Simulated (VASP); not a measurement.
A run of VASP 6.6.1 is set up as follows.

The input INCAR:

```
SYSTEM = Zn3SeS2
PREC     = Accurate       ! precision mode
ENCUT    = 520            ! plane-wave cutoff, eV
EDIFF    = 1E-6           ! SCF threshold, eV
ISMEAR   = 0              ! smearing method
SIGMA    = 0.1            ! smearing width, eV
LREAL    = .False.        ! projectors in reciprocal space
LASPH    = .True.         ! aspherical terms in the spheres
NELM     = 60             ! most SCF steps
ALGO     = Normal         ! electronic algorithm
ISIF     = 2              ! what is computed and relaxed
LWAVE    = .False.        ! write WAVECAR
LCHARG   = .False.        ! write CHGCAR
GGA      = PE             ! functional
NBANDS   = 36             ! bands
```

KPOINTS

```
Automatic mesh
0
Gamma
  6 6 2
  0 0 0
```

Contents of POSCAR:

```
Zn3SeS2
1.0
    3.9172797046     -0.0000000030      0.0000000000
   -1.9586398497      3.3924637394      0.0000000000
    0.0000000000      0.0000000000      9.5996214182
Zn Se S
3 1 2
Direct
    0.0000000000      0.0000000000      0.0095914769
    0.6666666667      0.3333333333      0.3334867038
    0.3333333333      0.6666666667      0.6565061407
    0.0000000000      0.0000000000      0.7514401533
    0.6666666667      0.3333333333      0.0874182464
    0.3333333333      0.6666666667      0.4115572789
```

Potentials or basis: VASP PAW PBE potentials, release 64 (Zn, Se, S).

Run with:

```console
$ cat potpaw_PBE.64/Zn/POTCAR potpaw_PBE.64/Se/POTCAR potpaw_PBE.64/S/POTCAR > POTCAR
$ mpirun -np 1 vasp_std > vasp.out
```

(1) Predict the largest force.

(2) Predict the band gap on the k mesh.

Results:

(1) 0.010 eV/Å.

(2) 1.43 eV.
